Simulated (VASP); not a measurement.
Runs of VASP 6.6.1 on ZrB. The structure is that of space group Fm-3m (No. 225), or close to it. The cells are those of the table. 

```csv
level,potentials or basis,U,cell,k mesh,cutoff (eV),grid for exact exchange (PRECFOCK),share of exact exchange,screening parameter,gap on the mesh (eV),pressure (GPa)
HSE06,"VASP PAW PBE potentials, release 64 (Zr_sv, B)",-,"a = 3.310 Å, angles 60.0°, 2 atoms",6 × 6 × 6,520,Normal,0.25,0.2079 1/Å,none,28.5
PBEsol+U,"VASP PAW PBE potentials, release 64 (Zr_sv, B_h)",Zr d U = 4.0 eV,"a = 3.288 Å, angles 60.0°, 2 atoms",10 × 10 × 10,1230,-,-,-,none,42.7
PBEsol+U,"VASP PAW PBE potentials, release 64 (Zr_sv, B_h)",Zr d U = 2.0 eV,"a = 3.288 Å, angles 60.0°, 2 atoms",10 × 10 × 10,1230,-,-,-,none,35.9
PBE0,"VASP PAW PBE potentials, release 64 (Zr_sv, B)",-,"a = 3.331 Å, angles 60.0°, 2 atoms",6 × 6 × 6,520,Normal,0.25,-,none,23.1
LDA+U,"VASP PAW LDA potentials, release 64 (Zr_sv, B_h)",Zr d U = 3.0 eV,"a = 3.443 Å, angles 60.0°, 2 atoms",10 × 10 × 10,1230,-,-,-,none,(a)
PBEsol+U,"VASP PAW PBE potentials, release 64 (Zr_sv, B_h)",Zr d U = 5.0 eV,"a = 3.288 Å, angles 60.0°, 2 atoms",10 × 10 × 10,1230,-,-,-,none,46.2
HSE06,"VASP PAW PBE potentials, release 64 (Zr_sv, B)",-,"a = 3.288 Å, angles 60.0°, 2 atoms",6 × 6 × 6,520,Normal,0.25,0.2079 1/Å,none,34.0
HSE06,"VASP PAW PBE potentials, release 64 (Zr_sv, B)",-,"a = 3.266 Å, angles 60.0°, 2 atoms",6 × 6 × 6,520,Normal,0.25,0.2079 1/Å,none,40.0
PBE0,"VASP PAW PBE potentials, release 64 (Zr_sv, B)",-,"a = 3.310 Å, angles 60.0°, 2 atoms",6 × 6 × 6,520,Normal,0.25,-,none,28.2
HSE06,"VASP PAW PBE potentials, release 64 (Zr_sv, B)",-,"a = 3.331 Å, angles 60.0°, 2 atoms",6 × 6 × 6,520,Normal,0.25,0.2079 1/Å,none,(b)
```

Alike in all rows: task single point.

Q: Estimate the missing entries.

A: (a) 3.1; (b) 23.4.

Caveats: some runs use coarse meshes; an odd number of electrons without spin polarisation forces a metal; a magnetic or distorted state may lie lower; the PAW data sets were made with another functional, which shifts forces and pressure a little (at least some runs); the cell stands under pressure (at least some runs); U without spin polarisation on a metal has little footing (at least some runs); the U is typed as a test and isn't derived for this compound (at least some runs).

A k mesh can miss the band edges, and the runs leave out spin-orbit coupling on Zr.

A gap of «none» marks levels without a gap at the run's occupations.
